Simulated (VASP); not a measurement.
Crystal: Sn2Te3Pt.

```xyz
6
Lattice="3.2179 1.8579 5.0613 -3.2179 1.8579 5.0613 0.0000 -3.7157 5.0613" Properties=species:S:1:pos:R:3 pbc="T T T"
Sn    0.0000    0.0000    9.5175
Sn    0.0000    0.0000    5.6665
Te   -1.6090    0.9289    2.5307
Te    1.6090    0.9289    2.5307
Te    0.0000   -1.8579    2.5307
Pt    0.0000    0.0000    0.0000
```

```yaml
Program: VASP 6.6.1
Task: relaxation of cell and atoms
Functional: PBE
Potentials_or_basis: VASP PAW PBE potentials, release 64 (Sn_d, Te, Pt)
Cutoff: 600 eV
k_mesh: 3 × 3 × 3
Occupations: gaussian, width 0.1 eV
Spin: no spin polarisation
```

At the start: pressure -4.8 GPa; volume 30.26 Å³/atom.

Task: How do energy, volume and symmetry change on relaxing?

Result: Over 15 steps the energy falls by 433.4 meV/atom and the volume is 29.62 Å³/atom (-2.1 %); space group R-3m (No. 166, to 0.05 Å).

The path:
| step | energy change (eV) | largest force (eV/Å) | pressure (GPa) | volume (Å³) |
| --- | --- | --- | --- | --- |
| 1 | 0.0000 | 0.1494 | -4.81 | 181.55 |
| 2 | -1.0703 | 0.0610 | 1.36 | 158.21 |
| 3 | -1.1519 | 0.0475 | 4.15 | 152.47 |
| 4 | -1.7947 | 0.3055 | 3.61 | 155.56 |
| 5 | -1.9669 | 0.7604 | 4.66 | 156.58 |
| 6 | -1.7434 | 2.8187 | 8.23 | 156.10 |
| 7 | -2.0379 | 1.4424 | 6.09 | 156.80 |
| 8 | -2.3834 | 1.2486 | -2.63 | 183.05 |
| 9 | -2.4222 | 1.2747 | -0.92 | 175.83 |
| 10 | -2.5486 | 0.5972 | -0.39 | 175.49 |
| 11 | -2.5933 | 0.0729 | 0.64 | 175.05 |
| 12 | -2.5939 | 0.0155 | 0.53 | 175.09 |
| 13 | -2.5983 | 0.0115 | -0.21 | 177.91 |
| 14 | -2.5984 | 0.0079 | -0.12 | 177.55 |
| 15 | -2.6001 | 0.0029 | -0.05 | 177.69 |

Final structure:
```cif
data_structure
_symmetry_space_group_name_H-M 'P 1'
_symmetry_Int_Tables_number 1
_cell_length_a 5.6507
_cell_length_b 5.6507
_cell_length_c 5.6507
_cell_angle_alpha 84.035
_cell_angle_beta 84.035
_cell_angle_gamma 84.035
_cell_volume 177.69
loop_
_atom_site_label
_atom_site_type_symbol
_atom_site_fract_x
_atom_site_fract_y
_atom_site_fract_z
_atom_site_occupancy
Sn1 Sn 0.64398 0.64398 0.64398 1
Sn2 Sn 0.35602 0.35602 0.35602 1
Te1 Te 0.00000 0.50000 0.00000 1
Te2 Te 0.50000 0.00000 0.00000 1
Te3 Te 0.00000 0.00000 0.50000 1
Pt1 Pt 0.00000 0.00000 0.00000 1
```

Caveat: the k points lie up to 0.37 Å⁻¹ apart in the final cell.
